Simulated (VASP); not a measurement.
# Sb in VASP: single point with PBE+D3(BJ)

Aim: the single point of Sb with PBE+D3(BJ).

All numbers are computed with VASP 6.6.1; they aren't measurements. Logs are shortened: lines on timing, memory, paths and dates and some standing lists are left out, and cuts for length are marked.

**1. The cell of the first run**

The cell holds a sheet with vacuum, 2 atoms: a = 4.068 Å, b = 4.068 Å, c = 27.100 Å, α = 90.00°, β = 90.00°, γ = 120.00°.

**2. Single point, PBE+D3(BJ)**

Input file INCAR:

```
PREC = Accurate ; ENCUT = 400
EDIFF = 1E-6 ; ISMEAR = 0
SIGMA = 0.03 ; LREAL = F
LASPH = T ; NELM = 120
ALGO = Normal ; ISIF = 2
LWAVE = F ; LCHARG = F
LDIPOL = T ; IDIPOL = 3
DIPOL = 0.5 0.5 0.289 ; GGA = PE
IVDW = 12 ; NBANDS = 12
GGA_COMPAT = F ; NELMDL = -8
```

Input file KPOINTS:

```
regular mesh
0
Gamma
  12 12 1
```

Input file POSCAR:

```
Sb
1.0
    4.0684997068      0.0000000000      0.0000000000
   -2.0342498534      3.5234241013      0.0000000000
    0.0000000000      0.0000000000     27.1000000030
Sb
2
Direct
    0.3333333333      0.6666666667      0.2583030159
    0.6666666667      0.3333333333      0.3191877589
```

Potentials or basis: VASP PAW PBE potentials, release 64 (Sb).

Command:

```sh
$ cat potpaw_PBE.64/Sb/POTCAR > POTCAR
$ mpirun -np 1 vasp_std > vasp.out
```

OUTCAR:

```text
PREC = Accurate
   ENCUT = 400
   EDIFF = 1E-6
   ISMEAR = 0
   LREAL = F
   LASPH = T
   NELM = 120
   ISIF = 2
   GGA = PE
   IVDW = 12
   NELMDL = -8
 IVDW          = 12

 ion  position               nearest neighbor table
   1  0.333  0.667  0.258-   2 2.87   2 2.87   2 2.87
   2  0.667  0.333  0.319-   1 2.87   1 2.87   1 2.87

  LATTYP: Found a hexagonal cell.
 ALAT       =     4.0684997068
 C/A-ratio  =     6.6609320280

  Lattice vectors:

 A1 = (   4.0684997068,   0.0000000000,   0.0000000000)
 A2 = (  -2.0342498534,   3.5234241013,   0.0000000000)
 A3 = (   0.0000000000,   0.0000000000,  27.1000000030)

Analysis of symmetry for initial positions (statically):
=====================================================================
 Subroutine PRICEL returns:
 Original cell was already a primitive cell.

 Routine SETGRP: Setting up the symmetry group for a
 hexagonal supercell.

 Subroutine GETGRP returns: Found 12 space group operations
 (whereof  6 operations were pure point group operations)
 out of a pool of 24 trial point group operations.

The static configuration has the point symmetry C_3v.
 The point group associated with its full space group is D_3d.

Analysis of symmetry for dynamics (positions and initial velocities):
=====================================================================
 Subroutine PRICEL returns:
 Original cell was already a primitive cell.

 Routine SETGRP: Setting up the symmetry group for a
 hexagonal supercell.

 Subroutine GETGRP returns: Found 12 space group operations
 (whereof  6 operations were pure point group operations)
 out of a pool of 24 trial point group operations.

The dynamic configuration has the point symmetry C_3v.
 The point group associated with its full space group is D_3d.

 Subroutine INISYM returns: Found 12 space group operations
 (whereof  6 operations are pure point group operations),
 and found     1 'primitive' translations

----------------------------------------------------------------------------------------

                                     Primitive cell

  volume of cell :     388.4799

  direct lattice vectors                    reciprocal lattice vectors
     4.068499707  0.000000000  0.000000000     0.245790850  0.141907413  0.000000000
    -2.034249853  3.523424101  0.000000000     0.000000000  0.283814827  0.000000000
     0.000000000  0.000000000 27.100000003     0.000000000  0.000000000  0.036900369

  length of vectors
     4.068499707  4.068499707 27.100000003     0.283814826  0.283814827  0.036900369

  position of ions in fractional coordinates (direct lattice)
     0.333333333  0.666666667  0.258303016
     0.666666667  0.333333333  0.319187759

  ion indices of the primitive-cell ions
   primitive index   ion index
                 1           1
                 2           2

----------------------------------------------------------------------------------------

 KPOINTS: regular mesh

Automatic generation of k-mesh.
 Grid dimensions read from file:
 generate k-points for:   12   12    1

 Generating k-lattice:

  Cartesian coordinates                     Fractional coordinates (reciprocal lattice)
     0.020482571  0.011825618  0.000000000     0.083333333 -0.000000000  0.000000000
     0.000000000  0.023651236  0.000000000     0.000000000  0.083333333  0.000000000
     0.000000000  0.000000000  0.036900369     0.000000000  0.000000000  1.000000000

  Length of vectors
     0.023651236  0.023651236  0.036900369

  Shift w.r.t. Gamma in fractional coordinates (k-lattice)
     0.000000000  0.000000000  0.000000000

 Subroutine IBZKPT returns following result:
 ===========================================

 Found     19 irreducible k-points:

 Following reciprocal coordinates:
            Coordinates               Weight
  0.000000  0.000000  0.000000      1.000000
  0.083333 -0.000000  0.000000      6.000000
  0.166667 -0.000000  0.000000      6.000000
  0.250000 -0.000000  0.000000      6.000000
  0.333333 -0.000000  0.000000      6.000000
  0.416667 -0.000000  0.000000      6.000000
[... 11 lines left out ...]
  0.333333  0.250000  0.000000     12.000000
  0.333333  0.333333  0.000000      2.000000
   k-points           NKPTS =     19   k-points in BZ     NKDIM =     19   number of bands    NBANDS=     12
   number of dos      NEDOS =    301   number of ions     NIONS =      2
   total plane-waves  NPLWV = 141120
   dimension x,y,z NGX =    28 NGY =   28 NGZ =  180
   dimension x,y,z NGXF=    56 NGYF=   56 NGZF=  360
   ions per type =               2
   NGX,Y,Z   is equivalent  to a cutoff of  11.44, 11.44, 11.04 a.u.
   NGXF,Y,Z  is equivalent  to a cutoff of  22.88, 22.88, 22.08 a.u.
 SYSTEM =  unknown system
   PREC   = accura    normal or accurate (medium, high low for compatibility)
   ISTART =      0    job   : 0-new  1-cont  2-samecut
   ICHARG =      2    charge: 1-file 2-atom 10-const
   ISPIN  =      1    spin polarized calculation?
   LNONCOLLINEAR =      F non collinear calculations
   LSORBIT =      F    spin-orbit coupling
   LASPH  =      T    aspherical Exc in radial PAW
   ENCUT  =  400.0 eV  29.40 Ry    5.42 a.u.   6.63  6.63 44.19*2*pi/ulx,y,z
   NELM   =    120;   NELMIN=  2; NELMDL= -8     # of ELM steps
   EDIFF  = 0.1E-05   stopping-criterion for ELM
   LREAL  =      F    real-space projection
   EDIFFG = 0.1E-04   stopping-criterion for IOM
   NSW    =      0    number of steps for IOM
   IBRION =     -1    ionic relax: 0-MD 1-quasi-New 2-CG
   NFREE  =      0    steps in history (QN), initial steepest desc. (CG)
   ISIF   =      2    stress and relaxation
   ISYM   =      2    0-nonsym 1-usesym 2-fastsym
   POTIM  = 0.5000    time-step for ionic-motion
   TEBEG  =    0.0;   TEEND  =   0.0 temperature during run
   PSTRESS=    0.0 pullay stress
   NELECT =      10.0000    total number of electrons
   NUPDOWN=      -1.0000    fix difference up-down
   EMIN   =  10.00;   EMAX   =-10.00  energy-range for DOS
   EFERMI =   0.00;   METHOD = LEGACY
   ISMEAR =     0;   SIGMA  =   0.03  broadening in eV -4-tet -1-fermi 0-gaus
   EFERMI_NEDOS =   21; number of points for ismear=-14 and -15
   IALGO  =     38    algorithm
   IMIX   =      4    mixing-type and parameters
     AMIX     =   0.40;   BMIX     =  1.00
     AMIX_MAG =   1.60;   BMIX_MAG =  1.00
  volume/ion in A,a.u.               =     194.24      1310.80
  Fermi-wavevector in a.u.,A,eV,Ry     =   0.483376  0.913449  3.179037  0.233653
  Thomas-Fermi vector in A             =   1.482506
   LORBIT       =      0    0 simple, 1 ext, 2 COOP (PROOUT), +10 PAW based schemes
   GGA     = PE    functional components
   LHFCALC =     F    Hartree Fock is set to
   AEXX    =    0.0000 exact exchange contribution
   IVDW    =    12    specifies the selected vdW correction
   LEPSILON=     F    determine dielectric tensor
   LRPA    =     F    only Hartree local field effects (RPA)
 non-spin polarized calculation
 Gauss-broadening in eV      SIGMA  =   0.03
  energy-cutoff  :      400.00
  volume of cell :      388.48
 maximum number of plane-waves:      7125
 NGX is ok and might be reduce to    28
   NGX = 13   NGY = 13   NGZ = 89

 dipolmoment           0.000000      0.000000      0.000001 electrons x Angstroem

 number of electron      10.0000000 magnetization

 dipolmoment           0.000000      0.000000     -0.000000 electrons x Angstroem

 Free energy of the ion-electron system (eV)
  ---------------------------------------------------
  ext. energy  EPLUGINS =         0.00000000
  ---------------------------------------------------
  free energy    TOTEN  =        -8.10045030 eV

  energy without entropy =       -8.10045030  energy(sigma->0) =       -8.10045030

 E-fermi :  -2.8347     XC(G=0):  -2.0127

 val. band max:       -2.9640641435   @ k =   0.0000   0.0000   0.0000
 cond. band min:      -1.7763528401   @ k =   0.3333  -0.0000   0.0000
 fundamental gap:      1.1877113035
 Fermi energy:        -2.8347472237

 k-point     1 :       0.0000    0.0000    0.0000
  band No.  band energies     occupation
      1     -14.4602      2.00000
      2      -9.3911      2.00000
      3      -3.7289      2.00000
      4      -2.9641      2.00000
      5      -2.9641      2.00000
      6      -1.3269      0.00000
      7      -0.1653      0.00000
      8      -0.1653      0.00000
      9       1.2221      0.00000
     10       1.4941      0.00000
     11       1.9360      0.00000
     12       2.2248      0.00000

 k-point     2 :       0.0833   -0.0000    0.0000
  band No.  band energies     occupation
      1     -14.3839      2.00000
      2      -9.3821      2.00000
      3      -3.7190      2.00000
      4      -3.6915      2.00000
      5      -3.1430      2.00000
      6      -0.8446      0.00000
      7      -0.2474      0.00000
      8       0.0043      0.00000
      9       1.3295      0.00000
     10       1.5796      0.00000
     11       2.0192      0.00000
     12       2.3113      0.00000

 k-point     3 :       0.1667   -0.0000    0.0000
  band No.  band energies     occupation
      1     -14.1573      2.00000
      2      -9.3897      2.00000
      3      -4.8404      2.00000
      4      -3.6130      2.00000
      5      -3.5379      2.00000
      6      -1.2128      0.00000
      7       0.3268      0.00000
      8       0.3602      0.00000
      9       1.5824      0.00000
     10       1.8347      0.00000
     11       2.2615      0.00000
     12       2.5577      0.00000

 k-point     4 :       0.2500   -0.0000    0.0000
  band No.  band energies     occupation
      1     -13.7892      2.00000
      2      -9.5274      2.00000
      3      -5.7206      2.00000
      4      -3.9550      2.00000
      5      -3.6198      2.00000
      6      -1.6797      0.00000
      7       0.4745      0.00000
      8       0.5431      0.00000
      9       1.8277      0.00000
     10       2.2222      0.00000
     11       2.6573      0.00000
     12       2.9353      0.00000

 k-point     5 :       0.3333   -0.0000    0.0000
  band No.  band energies     occupation
      1     -13.3026      2.00000
      2      -9.9274      2.00000
      3      -6.1375      2.00000
      4      -4.2937      2.00000
      5      -3.8963      2.00000
      6      -1.7764      0.00000
      7       0.0394      0.00000
      8       0.5989      0.00000
      9       2.3157      0.00000
     10       2.4416      0.00000
     11       3.1083      0.00000
     12       3.4346      0.00000
[... 153 lines left out ...]
      1     -12.2300      2.00000
      2     -10.9701      2.00000
      3      -6.2248      2.00000
      4      -5.1790      2.00000
      5      -4.5536      2.00000
      6      -1.0391      0.00000
      7      -0.0497      0.00000
      8       0.2264      0.00000
      9       2.4393      0.00000
     10       4.1144      0.00000
     11       4.2764      0.00000
     12       4.4148      0.00000

 k-point    17 :       0.2500    0.2500    0.0000
  band No.  band energies     occupation
      1     -12.5802      2.00000
      2     -10.5502      2.00000
      3      -6.1323      2.00000
      4      -5.6165      2.00000
      5      -4.1258      2.00000
      6      -1.0743      0.00000
      7      -0.3063      0.00000
      8       0.9187      0.00000
      9       3.1470      0.00000
     10       3.2881      0.00000
     11       3.7778      0.00000
     12       3.8119      0.00000

 k-point    18 :       0.3333    0.2500    0.0000
  band No.  band energies     occupation
      1     -12.0621      2.00000
      2     -11.0638      2.00000
      3      -6.4706      2.00000
      4      -5.2441      2.00000
      5      -4.5267      2.00000
      6      -1.3991      0.00000
      7       0.1683      0.00000
      8       0.6911      0.00000
      9       3.2754      0.00000
     10       3.7966      0.00000
     11       4.0756      0.00000
     12       4.5155      0.00000

 k-point    19 :       0.3333    0.3333    0.0000
  band No.  band energies     occupation
      1     -11.5503      2.00000
      2     -11.5503      2.00000
      3      -6.6487      2.00000
      4      -4.8763      2.00000
      5      -4.8763      2.00000
      6      -1.6079      0.00000
      7       0.5577      0.00000
      8       0.5577      0.00000
      9       3.5643      0.00000
     10       4.3581      0.00000
     11       4.3581      0.00000
     12       4.8152      0.00000

------------------------ aborting loop because EDIFF is reached ----------------------------------------

 vacuum level on the upper side and lower side of the slab       (xc-potential included)        -0.007        -0.007

 Edisp (eV)   -0.47323

 E8    (eV) :    -0.2355

  FORCE on cell =-STRESS in cart. coord.  units (eV):
  Direction    XX          YY          ZZ          XY          YZ          ZX
  --------------------------------------------------------------------------------------
  -------------------------------------------------------------------------------------
  Total       0.02146     0.02146     0.14379     0.00000    -0.00000     0.00000
  in kB       0.08850     0.08850     0.59301     0.00000    -0.00000     0.00000
  external pressure =        0.26 kB  Pullay stress =        0.00 kB

 VOLUME and BASIS-vectors are now :
 -----------------------------------------------------------------------------
  energy-cutoff  :      400.00
  volume of cell :      388.48
      direct lattice vectors                 reciprocal lattice vectors
     4.068499707  0.000000000  0.000000000     0.245790850  0.141907413  0.000000000
    -2.034249853  3.523424101  0.000000000     0.000000000  0.283814827  0.000000000
     0.000000000  0.000000000 27.100000003     0.000000000  0.000000000  0.036900369

 POSITION                                       TOTAL-FORCE (eV/Angst)
 -----------------------------------------------------------------------------------
     -0.00000      2.34895      7.00001        -0.000000     -0.000000     -0.090765
      2.03425      1.17447      8.64999         0.000000      0.000000      0.090765
 -----------------------------------------------------------------------------------
    total drift:                                0.000000     -0.000000     -0.000003

  FREE ENERGIE OF THE ION-ELECTRON SYSTEM (eV)
  ---------------------------------------------------
  free  energy   TOTEN  =        -8.5736824354 eV

  energy  without entropy=       -8.5736824354  energy(sigma->0) =       -8.57368244

 vacuum level on the upper side and lower side of the slab         1.763         1.763
```

Wall time 57 s (1 thread of Intel Xeon 6975P-C (Granite Rapids), shared host); peak memory 0.35 GiB.

What came out:

| Quantity | Value |
| --- | --- |
| Free energy | -8.5737 eV |
| Largest force | 0.091 eV/Å |
| Band gap on the k mesh | 1.19 eV, indirect (least direct gap 1.64 eV) |
| Dispersion energy per atom | -0.237 eV |

Forces on the atoms (eV/Å):
```
Sb   0.000  0.000 -0.091
Sb   0.000  0.000  0.091
```

Caveat: spin-orbit coupling is left out, which moves the levels of the heavy elements.
